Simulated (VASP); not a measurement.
# LiH (Fm-3m) in VASP: a series of runs

The runs below take LiH through single point, with HSE06, PBE0.

Program: VASP 6.6.1. These are calculated values, not measurements. Logs are shortened: lines on timing, memory, paths and dates and some standing lists are left out, and cuts for length are marked.

## 1. The cell of the first run

Symmetry: Fm-3m, No. 225, cubic system. The conventional cell has a = 4.006 Å, b = 4.006 Å, c = 4.006 Å, α = 90.00°, β = 90.00°, γ = 90.00°. Within 2.7 Å of Li (site symmetry m-3m) lie 6 H at 2.00 Å. Within 2.7 Å of H (site symmetry m-3m) lie 6 Li at 2.00 Å.

## 2. Single point, HSE06

The input, POSCAR:

```
LiH
1.0
    0.0000000000      2.0029948777      2.0029948777
    2.0029948777      0.0000000000      2.0029948777
    2.0029948777      2.0029948777      0.0000000000
Li H
1 1
Direct
    0.0000000000      0.0000000000      0.0000000000
    0.5000000000      0.5000000000      0.5000000000
```

The input, INCAR.step1:

```
SYSTEM = LiH
ALGO = Normal
EDIFF = 1E-5
ENCUT = 520
GGA = PE
ISIF = 2
ISMEAR = 0
LASPH = .True.
LCHARG = .False.
LREAL = .False.
LWAVE = .True.
NBANDS = 9
NELM = 80
PREC = Accurate
SIGMA = 0.01
```

The input, INCAR.step2:

```
SYSTEM = LiH
ALGO = Normal
EDIFF = 1E-6
ENCUT = 520
GGA = PE
HFSCREEN = 0.2079
ISIF = 2
ISMEAR = 0
ISTART = 1
LASPH = .True.
LCHARG = .False.
LHFCALC = .True.
LREAL = .False.
LWAVE = .False.
NBANDS = 9
NELM = 80
PREC = Accurate
PRECFOCK = Normal
SIGMA = 0.01
```

The input, KPOINTS:

```
k-points
0
Gamma
  8 8 8
  0 0 0
```

Potentials or basis: VASP PAW PBE potentials, release 64 (Li_sv, H).

Launch:

```
> cat potpaw_PBE.64/Li_sv/POTCAR potpaw_PBE.64/H/POTCAR > POTCAR
> cp INCAR.step1 INCAR
> mpirun -np 1 vasp_std > vasp.out
> cp INCAR.step2 INCAR
> mpirun -np 1 vasp_std > vasp.out
```

OUTCAR:

```text
SYSTEM = LiH
   EDIFF = 1E-6
   ENCUT = 520
   GGA = PE
   HFSCREEN = 0.2079
   ISIF = 2
   ISMEAR = 0
   ISTART = 1
   LASPH = .True.
   LHFCALC = .True.
   LREAL = .False.
   NELM = 80
   PREC = Accurate
   PRECFOCK = Normal

 ion  position               nearest neighbor table
   1  0.000  0.000  0.000-
   2  0.500  0.500  0.500-

  LATTYP: Found a face centered cubic cell.
 ALAT       =     4.0059897554

  Lattice vectors:

 A1 = (   0.0000000000,   2.0029948777,   2.0029948777)
 A2 = (   2.0029948777,   0.0000000000,   2.0029948777)
 A3 = (   2.0029948777,   2.0029948777,   0.0000000000)

Analysis of symmetry for initial positions (statically):
=====================================================================
 Subroutine PRICEL returns:
 Original cell was already a primitive cell.

 Routine SETGRP: Setting up the symmetry group for a
 face centered cubic supercell.

 Subroutine GETGRP returns: Found 48 space group operations
 (whereof 48 operations were pure point group operations)
 out of a pool of 48 trial point group operations.

The static configuration has the point symmetry O_h .

Analysis of symmetry for dynamics (positions and initial velocities):
=====================================================================
 Subroutine PRICEL returns:
 Original cell was already a primitive cell.

 Routine SETGRP: Setting up the symmetry group for a
 face centered cubic supercell.

 Subroutine GETGRP returns: Found 48 space group operations
 (whereof 48 operations were pure point group operations)
 out of a pool of 48 trial point group operations.

The dynamic configuration has the point symmetry O_h .

 Subroutine INISYM returns: Found 48 space group operations
 (whereof 48 operations are pure point group operations),
 and found     1 'primitive' translations

----------------------------------------------------------------------------------------

                                     Primitive cell

  volume of cell :      16.0720

  direct lattice vectors                    reciprocal lattice vectors
     0.000000000  2.002994878  2.002994878    -0.249626200  0.249626200  0.249626200
     2.002994878  0.000000000  2.002994878     0.249626200 -0.249626200  0.249626200
     2.002994878  2.002994878  0.000000000     0.249626200  0.249626200 -0.249626200

  length of vectors
     2.832662521  2.832662521  2.832662521     0.432365261  0.432365261  0.432365261

  position of ions in fractional coordinates (direct lattice)
     0.000000000  0.000000000  0.000000000
     0.500000000  0.500000000  0.500000000

  ion indices of the primitive-cell ions
   primitive index   ion index
                 1           1
                 2           2

----------------------------------------------------------------------------------------

 KPOINTS: k-points

Automatic generation of k-mesh.
 Grid dimensions read from file:
 generate k-points for:    8    8    8

 Generating k-lattice:

  Cartesian coordinates                     Fractional coordinates (reciprocal lattice)
    -0.031203275  0.031203275  0.031203275     0.125000000  0.000000000  0.000000000
     0.031203275 -0.031203275  0.031203275     0.000000000  0.125000000  0.000000000
     0.031203275  0.031203275 -0.031203275     0.000000000  0.000000000  0.125000000

  Length of vectors
     0.054045658  0.054045658  0.054045658

  Shift w.r.t. Gamma in fractional coordinates (k-lattice)
     0.000000000  0.000000000  0.000000000

 Subroutine IBZKPT returns following result:
 ===========================================

 Found     29 irreducible k-points:

 Following reciprocal coordinates:
            Coordinates               Weight
  0.000000  0.000000  0.000000      1.000000
  0.125000  0.000000  0.000000      8.000000
  0.250000  0.000000  0.000000      8.000000
  0.375000  0.000000  0.000000      8.000000
  0.500000  0.000000  0.000000      4.000000
  0.125000  0.125000  0.000000      6.000000
[... 16 lines left out ...]
  0.500000  0.250000  0.125000     48.000000
 -0.375000  0.250000  0.125000     24.000000
 [... further k-points ...]
   k-points           NKPTS =     29   k-points in BZ     NKDIM =    512   number of bands    NBANDS=      9
   number of dos      NEDOS =    301   number of ions     NIONS =      2
   total plane-waves  NPLWV =  13824
   dimension x,y,z NGX =    24 NGY =   24 NGZ =   24
   dimension x,y,z NGXF=    48 NGYF=   48 NGZF=   48
   ions per type =               1   1
   NGX,Y,Z   is equivalent  to a cutoff of  14.09, 14.09, 14.09 a.u.
   NGXF,Y,Z  is equivalent  to a cutoff of  28.17, 28.17, 28.17 a.u.
 SYSTEM =  LiH
   PREC   = accura    normal or accurate (medium, high low for compatibility)
   ISTART =      1    job   : 0-new  1-cont  2-samecut
   ICHARG =      0    charge: 1-file 2-atom 10-const
   ISPIN  =      1    spin polarized calculation?
   LNONCOLLINEAR =      F non collinear calculations
   LSORBIT =      F    spin-orbit coupling
   LASPH  =      T    aspherical Exc in radial PAW
   ENCUT  =  520.0 eV  38.22 Ry    6.18 a.u.   5.27  5.27  5.27*2*pi/ulx,y,z
   NELM   =     80;   NELMIN=  2; NELMDL=  0     # of ELM steps
   EDIFF  = 0.1E-05   stopping-criterion for ELM
   LREAL  =      F    real-space projection
   EDIFFG = 0.1E-04   stopping-criterion for IOM
   NSW    =      0    number of steps for IOM
   IBRION =     -1    ionic relax: 0-MD 1-quasi-New 2-CG
   NFREE  =      0    steps in history (QN), initial steepest desc. (CG)
   ISIF   =      2    stress and relaxation
   ISYM   =      3    0-nonsym 1-usesym 2-fastsym
   POTIM  = 0.5000    time-step for ionic-motion
   TEBEG  =    0.0;   TEEND  =   0.0 temperature during run
   PSTRESS=    0.0 pullay stress
   NELECT =       4.0000    total number of electrons
   NUPDOWN=      -1.0000    fix difference up-down
   EMIN   =  10.00;   EMAX   =-10.00  energy-range for DOS
   EFERMI =   0.00;   METHOD = LEGACY
   ISMEAR =     0;   SIGMA  =   0.01  broadening in eV -4-tet -1-fermi 0-gaus
   EFERMI_NEDOS =   21; number of points for ismear=-14 and -15
   IALGO  =     38    algorithm
   IMIX   =      1    mixing-type and parameters
     AMIX     =   0.40;   BMIX     =  1.00
     AMIX_MAG =   1.60;   BMIX_MAG =  1.00
  volume/ion in A,a.u.               =       8.04        54.23
  Fermi-wavevector in a.u.,A,eV,Ry     =   1.029765  1.945975 14.427848  1.060417
  Thomas-Fermi vector in A             =   2.163830
   LORBIT       =      0    0 simple, 1 ext, 2 COOP (PROOUT), +10 PAW based schemes
   GGA     = PE    functional components
   LHFCALC =     T    Hartree Fock is set to
   PRECFOCK=normal    Normal, Fast or Accurate (Low or Medium for compatibility)
   ENCUT4O =  -1.0   cutoff for four orbital integrals eV
   NKREDX  =     1    reduce k-point grid by
   NKREDY  =     1    reduce k-point grid by
   NKREDZ  =     1    reduce k-point grid by
   AEXX    =    0.2500 exact exchange contribution
   HFSCREEN=    0.2079 screening length (either q_TF or 0.3 A-1)
   HFSCREENC=   0.2079 screening length for correlation (either q_TF or 0.3 A-1)
   ENCUTFOCK=  -1.0 apply spherical cutoff to Coloumb kernel
   IVDW    =     0    specifies the selected vdW correction
   LEPSILON=     F    determine dielectric tensor
   LRPA    =     F    only Hartree local field effects (RPA)
 non-spin polarized calculation
 Gauss-broadening in eV      SIGMA  =   0.01
  energy-cutoff  :      520.00
  volume of cell :       16.07
 maximum number of plane-waves:       445
 NGX is ok and might be reduce to    24
  NGX = 16; NGY = 16; NGZ = 16

 number of electron       3.9999995 magnetization

 Free energy of the ion-electron system (eV)
  ---------------------------------------------------
  ext. energy  EPLUGINS =         0.00000000
  ---------------------------------------------------
  free energy    TOTEN  =        -6.78650957 eV

  energy without entropy =       -6.78650957  energy(sigma->0) =       -6.78650957

 E-fermi :  -0.3353     XC(G=0):  -7.1285

 val. band max:       -0.5913156594   @ k =   0.5000   0.5000   0.0000
 cond. band min:       3.3775232220   @ k =   0.5000   0.5000   0.0000
 fundamental gap:      3.9688388813
 Fermi energy:        -0.3353474518

 k-point     1 :       0.0000    0.0000    0.0000
  band No.  band energies     occupation
      1     -47.8771      2.00000
      2      -6.6725      2.00000
      3      17.3804      0.00000
      4      18.8943      0.00000
      5      18.8943      0.00000
      6      18.8944      0.00000
      7      23.5052      0.00000
      8      23.5052      0.00000
      9      23.5052      0.00000

 k-point     2 :       0.1250    0.0000    0.0000
  band No.  band energies     occupation
      1     -47.8698      2.00000
      2      -6.3547      2.00000
      3      14.8537      0.00000
      4      17.6642      0.00000
      5      18.3111      0.00000
      6      18.3111      0.00000
      7      23.0349      0.00000
      8      24.7246      0.00000
      9      24.7246      0.00000

 k-point     3 :       0.2500    0.0000    0.0000
  band No.  band energies     occupation
      1     -47.8516      2.00000
      2      -5.4462      2.00000
      3      10.4597      0.00000
      4      16.1443      0.00000
      5      17.5864      0.00000
      6      17.5864      0.00000
      7      23.1708      0.00000
      8      23.1708      0.00000
      9      24.5309      0.00000

 k-point     4 :       0.3750    0.0000    0.0000
  band No.  band energies     occupation
      1     -47.8332      2.00000
      2      -4.1932      2.00000
      3       6.8893      0.00000
      4      15.0648      0.00000
      5      17.3652      0.00000
      6      17.3652      0.00000
      7      20.9520      0.00000
      8      20.9520      0.00000
      9      26.8127      0.00000
[... 205 lines left out ...]
 k-point    22 :       0.3750    0.2500    0.1250
  band No.  band energies     occupation
      1     -47.8387      2.00000
      2      -4.5621      2.00000
      3      10.3451      0.00000
      4      11.0562      0.00000
      5      15.1405      0.00000
      6      18.6744      0.00000
      7      21.0066      0.00000
      8      24.9578      0.00000
      9      28.8192      0.00000

 k-point    23 :       0.5000    0.2500    0.1250
  band No.  band energies     occupation
      1     -47.8244      2.00000
      2      -3.2382      2.00000
      3       7.1263      0.00000
      4       9.8626      0.00000
      5      14.4246      0.00000
      6      17.8396      0.00000
      7      23.2780      0.00000
      8      25.4402      0.00000
      9      28.2838      0.00000

 k-point    24 :      -0.3750    0.2500    0.1250
  band No.  band energies     occupation
      1     -47.8185      2.00000
      2      -2.4462      2.00000
      3       5.5739      0.00000
      4       9.5591      0.00000
      5      14.1574      0.00000
      6      17.4285      0.00000
      7      24.1086      0.00000
      8      27.2318      0.00000
      9      28.3586      0.00000

 [... further k-points ...]
[... 5 lines left out ...]
  --------------------------------------------------------------------------------------
  -------------------------------------------------------------------------------------
  Total       -0.0704103     -0.0704103     -0.0704103     -0.0000000     -0.0000000      0.0000000
  in kB       -7.0190330     -7.0190330     -7.0190330     -0.0000000     -0.0000000      0.0000000
  external PRESSURE =      -7.0190330 kB  Pullay stress =       0.0000000 kB

 VOLUME and BASIS-vectors are now :
 -----------------------------------------------------------------------------
  energy-cutoff  :      520.00
  volume of cell :       16.07
      direct lattice vectors                 reciprocal lattice vectors
     0.000000000  2.002994878  2.002994878    -0.249626200  0.249626200  0.249626200
     2.002994878  0.000000000  2.002994878     0.249626200 -0.249626200  0.249626200
     2.002994878  2.002994878  0.000000000     0.249626200  0.249626200 -0.249626200

 POSITION                                       TOTAL-FORCE (eV/Angst)
 -----------------------------------------------------------------------------------
      0.00000      0.00000      0.00000         0.000000      0.000000      0.000000
      2.00299      2.00299      2.00299        -0.000000     -0.000000     -0.000000
 -----------------------------------------------------------------------------------
    total drift:                                0.000000      0.000000      0.000000

  FREE ENERGIE OF THE ION-ELECTRON SYSTEM (eV)
  ---------------------------------------------------
  free  energy   TOTEN  =        -6.7865095710 eV

  energy  without entropy=       -6.7865095710  energy(sigma->0) =       -6.78650957
```

Run time: 2.6 min. Hardware: 1 thread of Intel Xeon Platinum 8259CL at 2.50GHz (Skylake/Cascade Lake), shared host; peak memory 0.24 GiB.

What came out:

```
Free energy            : -6.7865 eV
Band gap on the k mesh : 3.97 eV
```

Caveat: the cutoff is under 1.25 times the usual one of these potentials, so pressure, stress and relaxed cells hold a basis-set (Pulay) error; the PAW data sets were made with another functional, which shifts forces and pressure a little.

## 3. Single point, PBE0

POSCAR is that of step 2.

The input, INCAR.step1:

```
PREC = Accurate
ENCUT = 520
EDIFF = 1E-5
ISMEAR = 0
SIGMA = 0.01
LREAL = False
LASPH = True
NELM = 80
ALGO = Normal
ISIF = 2
LWAVE = True
GGA = PE
NBANDS = 9
```

The input, INCAR.step2:

```
PREC = Accurate
ENCUT = 520
EDIFF = 1E-7
ISMEAR = 0
SIGMA = 0.01
LREAL = False
LASPH = True
NELM = 80
ALGO = Normal
ISIF = 2
LWAVE = False
LCHARG = True
GGA = PE
LHFCALC = True
AEXX = 0.25
PRECFOCK = Normal
LELF = True
LVHAR = True
ISTART = 1
NBANDS = 9
```

The input, KPOINTS:

```
Automatic mesh
0
Gamma
  8 8 8
```

Potentials or basis: VASP PAW PBE potentials, release 64 (Li_sv, H).

Launch:

```
> cat potpaw_PBE.64/Li_sv/POTCAR potpaw_PBE.64/H/POTCAR > POTCAR
> cp INCAR.step1 INCAR
> mpirun -np 1 vasp_std > vasp.out
> cp INCAR.step2 INCAR
> mpirun -np 1 vasp_std > vasp.out
```

It took 3.7 min on 1 thread of Intel Xeon Platinum 8259CL at 2.50GHz (Skylake/Cascade Lake), shared host; peak memory 0.14 GiB.

The run converged. Its results:

```
Free energy            : -7.1370 eV
Band gap on the k mesh : 4.67 eV
```

Levels at points of the mesh, in eV from the valence-band top:
```csv
k point,band 1,band 2,band 3,band 4,band 5,band 6,band 7
"(0.00, 0.00, 0.00)",-47.34,-6.15,18.72,20.26,20.26,20.26,24.85
"(0.50, 0.00, 0.00)",-47.29,-2.92,6.70,16.02,18.80,18.80,21.41
"(0.50, 0.50, 0.00)",-47.28,0.00,4.67,12.94,12.94,16.02,19.72
```

Caveat: the cutoff is under 1.25 times the usual one of these potentials, so pressure, stress and relaxed cells hold a basis-set (Pulay) error; the PAW data sets were made with another functional, which shifts forces and pressure a little. A k mesh can miss the band edges.
